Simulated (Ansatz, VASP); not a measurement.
Two plane-wave programs on AlB3P4

```
CELL_PARAMETERS angstrom
-2.40506 2.40506 4.78072
2.40506 -2.40506 4.78072
2.40506 2.40506 -4.78072
ATOMIC_POSITIONS crystal
Al 0.50000 0.50000 0.00000
B 0.00000 0.00000 0.00000
B 0.75000 0.25000 0.50000
B 0.25000 0.75000 0.50000
P 0.35731 0.35731 0.44551
P 0.08819 0.64269 0.00000
P 0.91181 0.91181 0.55449
P 0.64269 0.08819 0.00000
```

Alike in both runs: functional PBE; k mesh 6 × 6 × 6; occupations gaussian, width 0.1 eV; no spin polarisation.

Ansatz relaxed the structure, and its values are those at the end. VASP's run is a single point on that final structure, the one shown.

```csv
,VASP,Ansatz
version,VASP 6.6.1,Ansatz 0.2.0
potentials or method,"VASP PAW PBE potentials, release 64 (Al, B, P), cutoff 520 eV","scalar-relativistic, plane waves, PAW"
valence electrons in the cell,32,32
```

|  | VASP | Ansatz | Ansatz less VASP |
| --- | --- | --- | --- |
| gap on the k mesh at the Fermi level (eV) | 0.94 | 0.94 | +0.002 |
| least direct gap on the mesh (eV) | 0.94 | 0.94 | +0.002 |
| pressure (GPa) | -0.2 | 0.0 | +0.17 |
